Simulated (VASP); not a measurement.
Set up this calculation in VASP 6.6.1, as the native input.

| Quantity | Value |
| --- | --- |
| Task | single point |
| Functional | PBE |
| Potentials or basis | VASP PAW PBE potentials, release 64 (Al, Si, N) |
| Cutoff | 520 eV |
| k mesh | 12 × 12 × 12 |
| Occupations | gaussian, width 0.1 eV |
| Spin | no spin polarisation |
| Dipole correction | no |
| Further INCAR settings | ALGO = Normal; EDIFF = 1e-07; NBANDS = 20 |

The structure of Al2Si3N lies in POSCAR:

```
Al2Si3N
1.0
    2.8762863925      1.6606247230      3.0277254333
   -2.8762863925      1.6606247230      3.0277254333
    0.0000000000     -3.3212494460      3.0277254333
Al Si N
2 3 1
Direct
    0.8674937324      0.8674937324      0.8674937324
    0.1325062676      0.1325062676      0.1325062676
    0.5000000000      0.0000000000      0.5000000000
    0.5000000000      0.5000000000      0.0000000000
    0.0000000000      0.5000000000      0.5000000000
    0.5000000000      0.5000000000      0.5000000000
```

The input as run:

INCAR

```
SYSTEM = Al2Si3N
  PREC = Accurate
  ENCUT = 520
  EDIFF = 1E-7
  ISMEAR = 0
  SIGMA = 0.1
  LREAL = .FALSE.
  LASPH = .TRUE.
  NELM = 80
  ALGO = Normal
  ISIF = 2
  LWAVE = .FALSE.
  LCHARG = .FALSE.
  GGA = PE
  NBANDS = 20
```

KPOINTS

```
regular mesh
0
G
  12 12 12
  0 0 0
```

Potentials or basis: VASP PAW PBE potentials, release 64 (Al, Si, N).

Run with:

```sh
$ cat potpaw_PBE.64/Al/POTCAR potpaw_PBE.64/Si/POTCAR potpaw_PBE.64/N/POTCAR > POTCAR
$ mpirun -np 1 vasp_std > vasp.out
```

It gave:

```json
{
 "Pressure": "0.0 GPa",
 "Largest force": "0.009 eV/Å"
}
```

It took 3.5 min on 1 thread of Intel(R) Xeon(R) Platinum 8488C (Sapphire Rapids) (shared host), peak memory 0.41 GiB.
